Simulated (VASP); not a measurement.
# SiC (P6_3mc) in VASP: further runs

Runs on SiC. Level: HSE06. Tasks: single point.

Program: VASP 6.6.1. These are calculated values, not measurements. Logs are shortened: lines on timing, memory, paths and dates and some standing lists are left out, and cuts for length are marked.

### Step 1. The cell of the first run

It takes space group P6_3mc (No. 186, hexagonal). Conventional cell: a = 3.078 Å, b = 3.078 Å, c = 9.774 Å, α = 90.00°, β = 90.00°, γ = 120.00°. Si (site symmetry 3m) has 4 C at 1.85 to 1.87 Å within 2.5 Å. Si (site symmetry 3m) has 4 C at 1.85 to 1.87 Å within 2.5 Å. Within 2.5 Å of C (site symmetry 3m) lie 4 Si at 1.85 to 1.87 Å. Within 2.5 Å of C (site symmetry 3m) lie 4 Si at 1.85 to 1.87 Å.

### Step 2. Single point, HSE06 (uniaxial z strain -3.0%)

The input, POSCAR:

```
SiC
1.0
    3.0775550330      0.0000000000      0.0000000000
   -1.5387775165      2.6652408402      0.0000000000
    0.0000000000      0.0000000000      9.7744211025
Si C
4 4
Direct
    0.0000000000      0.0000000000     -0.0011227696
    0.3333333333      0.6666666667      0.2491302633
    0.0000000000      0.0000000000      0.4988772304
    0.6666666667      0.3333333333      0.7491302633
    0.0000000000      0.0000000000      0.1881064928
    0.3333333333      0.6666666667      0.4388860135
    0.0000000000      0.0000000000      0.6881064928
    0.6666666667      0.3333333333      0.9388860135
```

The input, INCAR.step1:

```
  ALGO = Normal
  EDIFF = 1E-5
  ENCUT = 520
  GGA = PE
  ISIF = 2
  ISMEAR = 0
  LASPH = True
  LCHARG = False
  LREAL = False
  LWAVE = True
  NBANDS = 26
  NELM = 80
  PREC = Accurate
  SIGMA = 0.01
```

The input, INCAR.step2:

```
  ALGO = Normal
  EDIFF = 1E-6
  ENCUT = 520
  GGA = PE
  HFSCREEN = 0.2079
  ISIF = 2
  ISMEAR = 0
  ISTART = 1
  LASPH = True
  LCHARG = False
  LHFCALC = True
  LREAL = False
  LWAVE = False
  NBANDS = 26
  NELM = 80
  PREC = Accurate
  PRECFOCK = Fast
  SIGMA = 0.01
```

The input, KPOINTS:

```
k-points
0
Gamma
  6 6 2
```

Potentials or basis: VASP PAW PBE potentials, release 64 (Si, C).

Run with:

```
$ cat potpaw_PBE.64/Si/POTCAR potpaw_PBE.64/C/POTCAR > POTCAR
$ cp INCAR.step1 INCAR
$ mpirun -np 1 vasp_std > vasp.out
$ cp INCAR.step2 INCAR
$ mpirun -np 1 vasp_std > vasp.out
```

OUTCAR:

```text
EDIFF = 1E-6
   ENCUT = 520
   GGA = PE
   HFSCREEN = 0.2079
   ISIF = 2
   ISMEAR = 0
   ISTART = 1
   LASPH = True
   LHFCALC = True
   LREAL = False
   NELM = 80
   PREC = Accurate
   PRECFOCK = Fast

 ion  position               nearest neighbor table
   1  0.000  0.000  0.999-   5 1.85   8 1.87   8 1.87   8 1.87   4 3.02   4 3.02   4 3.02   2 3.02
                             2 3.02   2 3.02
   2  0.333  0.667  0.249-   6 1.85   5 1.87   5 1.87   5 1.87   3 3.02   3 3.02   3 3.02   1 3.02
                             1 3.02   1 3.02
   3  0.000  0.000  0.499-   7 1.85   6 1.87   6 1.87   6 1.87   2 3.02   2 3.02   2 3.02   4 3.02
                             4 3.02   4 3.02
   4  0.667  0.333  0.749-   8 1.85   7 1.87   7 1.87   7 1.87   1 3.02   1 3.02   1 3.02   3 3.02
                             3 3.02   3 3.02
   5  0.000  0.000  0.188-   1 1.85   2 1.87   2 1.87   2 1.87
   6  0.333  0.667  0.439-   2 1.85   3 1.87   3 1.87   3 1.87
   7  0.000  0.000  0.688-   3 1.85   4 1.87   4 1.87   4 1.87
   8  0.667  0.333  0.939-   4 1.85   1 1.87   1 1.87   1 1.87

  LATTYP: Found a hexagonal cell.
 ALAT       =     3.0775550330
 C/A-ratio  =     3.1760345462

  Lattice vectors:

 A1 = (   3.0775550330,   0.0000000000,   0.0000000000)
 A2 = (  -1.5387775165,   2.6652408402,   0.0000000000)
 A3 = (   0.0000000000,   0.0000000000,   9.7744211025)

Analysis of symmetry for initial positions (statically):
=====================================================================
 Subroutine PRICEL returns:
 Original cell was already a primitive cell.

 Routine SETGRP: Setting up the symmetry group for a
 hexagonal supercell.

 Subroutine GETGRP returns: Found 12 space group operations
 (whereof  6 operations were pure point group operations)
 out of a pool of 24 trial point group operations.

The static configuration has the point symmetry C_3v.
 The point group associated with its full space group is C_6v.

Analysis of symmetry for dynamics (positions and initial velocities):
=====================================================================
 Subroutine PRICEL returns:
 Original cell was already a primitive cell.

 Routine SETGRP: Setting up the symmetry group for a
 hexagonal supercell.

 Subroutine GETGRP returns: Found 12 space group operations
 (whereof  6 operations were pure point group operations)
 out of a pool of 24 trial point group operations.

The dynamic configuration has the point symmetry C_3v.
 The point group associated with its full space group is C_6v.

[... 114 lines left out ...]
   ISMEAR =     0;   SIGMA  =   0.01  broadening in eV -4-tet -1-fermi 0-gaus
   EFERMI_NEDOS =   21; number of points for ismear=-14 and -15
   IALGO  =     38    algorithm
   IMIX   =      1    mixing-type and parameters
     AMIX     =   0.40;   BMIX     =  1.00
     AMIX_MAG =   1.60;   BMIX_MAG =  1.00
  volume/ion in A,a.u.               =      10.02        67.63
  Fermi-wavevector in a.u.,A,eV,Ry     =   1.205352  2.277784 19.767527  1.452872
  Thomas-Fermi vector in A             =   2.341050
   LORBIT       =      0    0 simple, 1 ext, 2 COOP (PROOUT), +10 PAW based schemes
   GGA     = PE    functional components
   LHFCALC =     T    Hartree Fock is set to
   PRECFOCK=fast      Normal, Fast or Accurate (Low or Medium for compatibility)
   ENCUT4O =  -1.0   cutoff for four orbital integrals eV
   NKREDX  =     1    reduce k-point grid by
   NKREDY  =     1    reduce k-point grid by
   NKREDZ  =     1    reduce k-point grid by
   AEXX    =    0.2500 exact exchange contribution
   HFSCREEN=    0.2079 screening length (either q_TF or 0.3 A-1)
   HFSCREENC=   0.2079 screening length for correlation (either q_TF or 0.3 A-1)
   ENCUTFOCK=  -1.0 apply spherical cutoff to Coloumb kernel
   IVDW    =     0    specifies the selected vdW correction
   LEPSILON=     F    determine dielectric tensor
   LRPA    =     F    only Hartree local field effects (RPA)
 non-spin polarized calculation
 Gauss-broadening in eV      SIGMA  =   0.01
  energy-cutoff  :      520.00
  volume of cell :       80.17
 maximum number of plane-waves:      2176
 NGX is ok and might be reduce to    24
  NGX = 14; NGY = 14; NGZ = 48

 number of electron      31.9999999 magnetization

 Free energy of the ion-electron system (eV)
  ---------------------------------------------------
  ext. energy  EPLUGINS =         0.00000000
  ---------------------------------------------------
  free energy    TOTEN  =       -69.57310798 eV

  energy without entropy =      -69.57310798  energy(sigma->0) =      -69.57310798

 E-fermi :   8.1300     XC(G=0):  -9.4593

 val. band max:        8.0874340687   @ k =   0.0000   0.0000   0.0000
 cond. band min:      11.0951780614   @ k =   0.5000  -0.0000   0.0000
 fundamental gap:      3.0077439927
 Fermi energy:         8.1299719829

 k-point     1 :       0.0000    0.0000    0.0000
  band No.  band energies     occupation
      1      -9.4187      2.00000
      2      -8.0456      2.00000
      3      -8.0014      2.00000
      4      -5.2002      2.00000
      5      -1.5899      2.00000
      6       3.3512      2.00000
[... 395 lines left out ...]
     25      19.8240      0.00000
     26      19.8240      0.00000

------------------------ aborting loop because EDIFF is reached ----------------------------------------

  FORCE on cell =-STRESS in cart. coord.  units (eV):
  Direction    XX          YY          ZZ          XY          YZ          ZX
  --------------------------------------------------------------------------------------
  -------------------------------------------------------------------------------------
  Total        0.2233634      0.2233634      8.2658798      0.0000000      0.0000000      0.0000000
  in kB        4.4636404      4.4636404    165.1833751      0.0000000      0.0000000      0.0000000
  external PRESSURE =      58.0368853 kB  Pullay stress =       0.0000000 kB

 VOLUME and BASIS-vectors are now :
 -----------------------------------------------------------------------------
  energy-cutoff  :      520.00
  volume of cell :       80.17
      direct lattice vectors                 reciprocal lattice vectors
     3.077555033  0.000000000  0.000000000     0.324933263  0.187600307  0.000000000
    -1.538777516  2.665240840  0.000000000     0.000000000  0.375200614  0.000000000
     0.000000000  0.000000000  9.774421102     0.000000000  0.000000000  0.102307849

 POSITION                                       TOTAL-FORCE (eV/Angst)
 -----------------------------------------------------------------------------------
      0.00000      0.00000      9.76345         0.000000      0.000000     -0.022280
     -0.00000      1.77683      2.43510        -0.000000      0.000000     -0.016920
      0.00000      0.00000      4.87624        -0.000000     -0.000000     -0.022280
      1.53878      0.88841      7.32231         0.000000     -0.000000     -0.016920
      0.00000      0.00000      1.83863         0.000000      0.000000      0.020847
     -0.00000      1.77683      4.28986        -0.000000      0.000000      0.018354
      0.00000      0.00000      6.72584        -0.000000     -0.000000      0.020847
      1.53878      0.88841      9.17707         0.000000     -0.000000      0.018354
 -----------------------------------------------------------------------------------
    total drift:                                0.000001     -0.000002     -0.000024

  FREE ENERGIE OF THE ION-ELECTRON SYSTEM (eV)
  ---------------------------------------------------
  free  energy   TOTEN  =       -69.5731079792 eV

  energy  without entropy=      -69.5731079792  energy(sigma->0) =      -69.57310798
```

OUTCAR.step1:

```text
EDIFF = 1E-5
   ENCUT = 520
   GGA = PE
   ISIF = 2
[... 646 lines left out ...]
      0.00000      0.00000      1.83863        -0.000000     -0.000000      0.041954
     -0.00000      1.77683      4.28986        -0.000000      0.000000      0.035763
      0.00000      0.00000      6.72584         0.000000     -0.000000      0.041954
      1.53878      0.88841      9.17707         0.000000     -0.000000      0.035763
 -----------------------------------------------------------------------------------
    total drift:                                0.000000      0.000000     -0.000665

  FREE ENERGIE OF THE ION-ELECTRON SYSTEM (eV)
  ---------------------------------------------------
  free  energy   TOTEN  =       -60.0268604090 eV

  energy  without entropy=      -60.0268604090  energy(sigma->0) =      -60.02686041
```

Run time: 39 min. Hardware: 1 thread of Intel Xeon Platinum 8488C (Sapphire Rapids), shared host; peak memory 0.32 GiB.

What came out:

- Free energy: -69.5731 eV
- Pressure: 5.8 GPa
- Largest force: 0.022 eV/Å
- Band gap on the k mesh: 3.01 eV (least direct gap 4.41 eV)

Forces on the atoms (eV/Å):
```
Si   0.000  0.000 -0.022
Si   0.000  0.000 -0.017
Si   0.000  0.000 -0.022
Si   0.000  0.000 -0.017
C    0.000  0.000  0.021
C    0.000  0.000  0.018
C    0.000  0.000  0.021
C    0.000  0.000  0.018
```

Caveat: the cell differs from its parent crystal (uniaxial z strain -3.0%); the stress differs along the axes, from 0 to 17 GPa; the PAW data sets were made with another functional, which shifts forces and pressure a little. A k mesh can miss the band edges.

### Step 3. Single point, HSE06 (uniaxial z strain +2.0%)

The input, POSCAR:

```
SiC
1.0
    3.0775550330      0.0000000000      0.0000000000
   -1.5387775165      2.6652408402      0.0000000000
    0.0000000000      0.0000000000     10.2782572418
Si C
4 4
Direct
    0.0000000000      0.0000000000      0.0002805253
    0.3333333333      0.6666666667      0.2502359660
    0.0000000000      0.0000000000      0.5002805253
    0.6666666667      0.3333333333      0.7502359660
    0.0000000000      0.0000000000      0.1869327560
    0.3333333333      0.6666666667      0.4375507527
    0.0000000000      0.0000000000      0.6869327560
    0.6666666667      0.3333333333      0.9375507527
```

The input, INCAR.step1:

```
SYSTEM = SiC
PREC = Accurate ; ENCUT = 520
EDIFF = 1E-5 ; ISMEAR = 0
SIGMA = 0.01 ; LREAL = .False.
LASPH = .True. ; NELM = 100
ALGO = Normal ; ISIF = 2
LWAVE = .True. ; LCHARG = .False.
GGA = PE ; NBANDS = 26
```

The input, INCAR.step2:

```
SYSTEM = SiC
PREC = Accurate ; ENCUT = 520
EDIFF = 1E-6 ; ISMEAR = 0
SIGMA = 0.01 ; LREAL = .False.
LASPH = .True. ; NELM = 100
ALGO = Normal ; ISIF = 2
LWAVE = .False. ; LCHARG = .False.
GGA = PE ; LHFCALC = .True.
HFSCREEN = 0.2079 ; PRECFOCK = Fast
ISTART = 1 ; NBANDS = 26
```

The input, KPOINTS:

```
regular mesh
0
Gamma
  6 6 2
  0 0 0
```

Potentials or basis: VASP PAW PBE potentials, release 64 (Si, C).

Run with:

```
$ cat potpaw_PBE.64/Si/POTCAR potpaw_PBE.64/C/POTCAR > POTCAR
$ cp INCAR.step1 INCAR
$ mpirun -np 1 vasp_std > vasp.out
$ cp INCAR.step2 INCAR
$ mpirun -np 1 vasp_std > vasp.out
```

Wall time 27 min (1 thread of Intel Xeon Platinum 8488C (Sapphire Rapids), shared host); peak memory 0.32 GiB.

The run converged. Its results:

| Property | Result |
| --- | --- |
| Free energy | -69.6098 eV |
| Pressure | -5.8 GPa |
| Largest force | 0.008 eV/Å |
| Band gap on the k mesh | 3.01 eV (least direct gap 4.31 eV) |

Forces in eV/Å, atoms in the order of the input:
```
Si   0.000  0.000 -0.008
Si   0.000  0.000  0.000
Si   0.000  0.000 -0.008
Si   0.000  0.000  0.000
C    0.000  0.000  0.007
C    0.000  0.000  0.001
C    0.000  0.000  0.007
C    0.000  0.000  0.001
```

Stress tensor (GPa, compression positive):
```
 -2.34   0.00   0.00
  0.00  -2.34   0.00
  0.00   0.00 -12.67
```

Levels at points of the mesh, in eV from the valence-band top:
```csv
k point,band 14,band 15,band 16,band 17,band 18,band 19
"(0.00, 0.00, 0.00)",-0.22,0.00,0.00,6.35,6.93,7.02
"(0.50, 0.00, 0.00)",-2.55,-1.83,-1.29,3.01,3.30,5.25
"(0.00, 0.00, 0.50)",-0.21,-0.21,-0.21,6.56,6.56,8.00
"(0.50, 0.00, 0.50)",-2.75,-1.72,-1.72,3.55,3.55,5.12
```

Caveat: the cell differs from its parent crystal (uniaxial z strain +2.0%); the stress differs along the axes, from -13 to -2 GPa; the PAW data sets were made with another functional, which shifts forces and pressure a little.

### Step 4. Single point, HSE06 (uniaxial z strain +1.0%)

The input, POSCAR:

```
SiC
1.0
    3.0775550330      0.0000000000      0.0000000000
   -1.5387775165      2.6652408402      0.0000000000
    0.0000000000      0.0000000000     10.1774900139
Si C
4 4
Direct
    0.0000000000      0.0000000000      0.0000939455
    0.3333333333      0.6666666667      0.2500924686
    0.0000000000      0.0000000000      0.5000939455
    0.6666666667      0.3333333333      0.7500924686
    0.0000000000      0.0000000000      0.1870863873
    0.3333333333      0.6666666667      0.4377271987
    0.0000000000      0.0000000000      0.6870863873
    0.6666666667      0.3333333333      0.9377271987
```

The input, INCAR.step1:

```
PREC = Accurate
ENCUT = 520
EDIFF = 1E-5
ISMEAR = 0
SIGMA = 0.01
LREAL = F
LASPH = T
NELM = 100
ALGO = Normal
ISIF = 2
LWAVE = T
LCHARG = F
NBANDS = 26
GGA = PE
```

The input, INCAR.step2:

```
PREC = Accurate
ENCUT = 520
EDIFF = 1E-6
ISMEAR = 0
SIGMA = 0.01
LREAL = F
LASPH = T
NELM = 100
ALGO = Normal
ISIF = 2
LWAVE = F
LCHARG = F
GGA = PE
LHFCALC = T
HFSCREEN = 0.2079
PRECFOCK = Fast
NBANDS = 26
ISTART = 1
```

The input, KPOINTS:

```
regular mesh
0
Gamma
  6 6 2
```

Run with:

```
$ cat potpaw_PBE.64/Si/POTCAR potpaw_PBE.64/C/POTCAR > POTCAR
$ cp INCAR.step1 INCAR
$ mpirun -np 1 vasp_std > vasp.out
$ cp INCAR.step2 INCAR
$ mpirun -np 1 vasp_std > vasp.out
```

Run time: 44 min. Hardware: 1 thread of Oxide Virtual Turin-like, shared host; peak memory 0.29 GiB.

It converged, with:

```
Free energy            : -69.6613 eV
Pressure               : -3.7 GPa
Largest force          : 0.012 eV/Å
Band gap on the k mesh : 3.08 eV (least direct gap 4.34 eV)
```

Forces in eV/Å, atoms in the order of the input:
```
Si   0.000  0.000 -0.012
Si   0.000  0.000 -0.003
Si   0.000  0.000 -0.012
Si   0.000  0.000 -0.003
C    0.000  0.000  0.010
C    0.000  0.000  0.005
C    0.000  0.000  0.010
C    0.000  0.000  0.005
```

Stress tensor (GPa, compression positive):
```
-1.92  0.00  0.00
 0.00 -1.92  0.00
 0.00  0.00 -7.34
```

Levels at points of the mesh, in eV from the valence-band top:
| k point | band 13 | band 14 | band 15 | band 16 | band 17 | band 18 | band 19 | band 20 |
| --- | --- | --- | --- | --- | --- | --- | --- | --- |
| (0.00, 0.00, 0.00) | -0.62 | -0.14 | 0.00 | 0.00 | 6.32 | 6.91 | 7.32 | 7.55 |
| (0.50, 0.00, 0.00) | -2.57 | -2.50 | -1.78 | -1.27 | 3.08 | 3.30 | 5.27 | 5.71 |
| (0.00, 0.00, 0.50) | -0.22 | -0.22 | -0.22 | -0.22 | 6.53 | 6.53 | 8.02 | 8.02 |
| (0.50, 0.00, 0.50) | -2.72 | -2.72 | -1.72 | -1.72 | 3.57 | 3.57 | 5.19 | 5.19 |

Caveat: the cell differs from its parent crystal (uniaxial z strain +1.0%); the stress differs along the axes, from -7 to -2 GPa; the PAW data sets were made with another functional, which shifts forces and pressure a little.

### Step 5. The runs side by side

| cell | gap on the mesh (eV) | pressure (GPa) | largest force (eV/Å) |
| --- | --- | --- | --- |
| a = 3.078, b = 3.078, c = 9.774 Å, angles 90.0, 90.0, 120.0°, 8 atoms, uniaxial z strain -3.0% | 3.01 | 5.8 | 0.02 |
| a = 3.078, b = 3.078, c = 10.278 Å, angles 90.0, 90.0, 120.0°, 8 atoms, uniaxial z strain +2.0% | 3.01 | -5.8 | 0.01 |
| a = 3.078, b = 3.078, c = 10.177 Å, angles 90.0, 90.0, 120.0°, 8 atoms, uniaxial z strain +1.0% | 3.08 | -3.7 | 0.01 |

Alike in all rows: task single point; level HSE06; potentials or basis VASP PAW PBE potentials, release 64 (Si, C); no spin polarisation; k mesh 6 × 6 × 2; cutoff (eV) 520; smearing gaussian 0.01 eV.

Caveats: the PAW data sets were made with another functional, which shifts forces and pressure a little; the stress differs along the axes, from 0 to 17 GPa (at least some runs); the stress differs along the axes, from -13 to -2 GPa (at least some runs); the stress differs along the axes, from -7 to -2 GPa (at least some runs).

Total energies depend on the potentials used, so only differences within one code and one set of settings carry meaning.
